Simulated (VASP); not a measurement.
Li:

```
CELL_PARAMETERS angstrom
4.17697 0.00000 0.00000
0.00000 -4.17697 0.00000
0.00000 0.00000 -4.17697
ATOMIC_POSITIONS crystal
Li 0.01662 0.42815 0.50494
Li 0.52561 0.02106 0.52006
Li 0.47138 0.54039 0.94171
Li 0.98639 0.01040 0.03329
```

This cell differs from its parent crystal: all atoms moved at random, sigma 0.25 Å a component.

| Quantity | Value |
| --- | --- |
| Program | VASP 6.6.1 |
| Task | relaxation of cell and atoms |
| Functional | PBE |
| Dispersion | D3(BJ) |
| Potentials or basis | VASP PAW PBE potentials, release 64 (Li_sv) |
| Cutoff | 600 eV |
| k mesh | 8 × 8 × 8 |
| Occupations | gaussian, width 0.15 eV |
| Spin | no spin polarisation |

At the start: pressure 0.2 GPa; volume 18.22 Å³/atom.

Q: Where does the relaxation end?

A: Over 13 steps the energy falls by 59.3 meV/atom and the volume is 18.08 Å³/atom (-0.8 %); space group I4/mmm (No. 139, to 0.05 Å).

Step by step:
| step | energy change (eV) | largest force (eV/Å) | pressure (GPa) | volume (Å³) |
| --- | --- | --- | --- | --- |
| 1 | 0.0000 | 0.6505 | 0.24 | 72.88 |
| 2 | -0.0484 | 0.5628 | 0.09 | 73.17 |
| 3 | -0.1466 | 0.3534 | -0.26 | 74.02 |
| 4 | -0.1523 | 0.3195 | -0.50 | 75.62 |
| 5 | -0.1788 | 0.2728 | -0.46 | 74.90 |
| 6 | -0.2025 | 0.2026 | -0.26 | 73.75 |
| 7 | -0.2276 | 0.1073 | 0.27 | 71.12 |
| 8 | -0.2277 | 0.1109 | 0.32 | 70.92 |
| 9 | -0.2351 | 0.0553 | 0.10 | 71.86 |
| 10 | -0.2363 | 0.0274 | -0.02 | 72.40 |
| 11 | -0.2368 | 0.0183 | 0.00 | 72.34 |
| 12 | -0.2370 | 0.0121 | 0.01 | 72.26 |
| 13 | -0.2372 | 0.0042 | 0.00 | 72.31 |

Final structure:
```
Li
1.0
     4.22095    0.00022   -0.00384
     0.00107   -4.08792   -0.00105
     0.00370   -0.00048   -4.19077
Li
4
Cartesian
  0.0032 -2.0452 -2.0970
  2.1130 -4.0875 -2.0975
  2.1145 -2.0444 -4.1931
  4.2255 -4.0877 -4.1955
```

Caveat: the cell differs from its parent crystal (all atoms moved at random, sigma 0.25 Å a component); the cutoff is under 1.25 times the usual one of these potentials, so pressure, stress and relaxed cells hold a basis-set (Pulay) error; pairwise dispersion overbinds metals, which lowers pressure and volume.
